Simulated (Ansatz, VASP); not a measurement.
Ga in VASP and in Ansatz

Contents of INCAR:

```
SYSTEM = Ga
  PREC = Accurate
  ENCUT = 520
  EDIFF = 1E-8
  ISMEAR = -1
  SIGMA = 0.08
  LREAL = .False.
  LASPH = .True.
  NELM = 80
  ALGO = Normal
  ISIF = 2
  LWAVE = .False.
  LCHARG = .False.
  LEFG = .True.
  NBANDS = 20
```

File KPOINTS:

```
Automatic mesh
0
Gamma
  12 12 10
  0 0 0
```

File POSCAR:

```
Ga
1.0
    1.4737747174     -4.1316511905      0.0000000000
    1.4737747174      4.1316511905      0.0000000000
    0.0000000000      0.0000000000      3.2219764511
Ga
2
Direct
    0.8670000000      0.1330000000      0.2500000000
    0.1330000000      0.8670000000      0.7500000000
```

Input for Ansatz:

```yaml
crystal:
  lattice:
    - [1.4737747174, -4.1316511905, 0.0]
    - [1.4737747174, 4.1316511905, 0.0]
    - [0.0, 0.0, 3.2219764511]
  atoms:
    - { symbol: Ga, position: [0.867, 0.133, 0.25] }
    - { symbol: Ga, position: [0.133, 0.867, 0.75] }
kpoints:
  mp_grid: { grid: [12, 12, 10] }
scf:
  occupations: { method: fermi_dirac, width: 0.08 }
hamiltonian:
  xc: lda
  pseudopotentials: { kind: all_electron, datasets: crystal }
output:
  forces: true
  stress: true
  eigenvalues: true
  efg: { contact_densities: true }
```

Change from the starting cell: volume scaled by 1.05, crystal datasets.

Alike in both runs: task electric field gradients; functional LDA; k mesh 12 × 12 × 10; occupations fermi-dirac, width 0.08 eV; no spin polarisation.

|  | VASP | Ansatz |
| --- | --- | --- |
| version | VASP 6.6.1 | Ansatz 0.2.0 |
| potentials or method | VASP PAW LDA potentials, release 64 (Ga_d), cutoff 520 eV | all-electron PAW with datasets made for the crystal, scalar-relativistic |

|  | VASP | Ansatz | Ansatz less VASP |
| --- | --- | --- | --- |
| pressure (GPa) | -5.6 | -5.7 | -0.02 |
| traceless stress, the component that is largest in VASP (GPa) | -1.67 | -1.66 | +0.009 |
| rms of the force components (eV/Å) | 0.089 | 0.087 | -0.0020 |
| size of Vzz on the site where it differs most (V/Å²) | 26.3 | 27.1 | +0.80 |

LDA's correlation is that of Perdew and Zunger in VASP and of Perdew and Wang (1992) in Ansatz. Atom by atom the forces differ by 0.002 eV/Å (rms over components). Ansatz ran all-electron here, and VASP with PAW potentials. Ansatz's warnings: printed levels off.
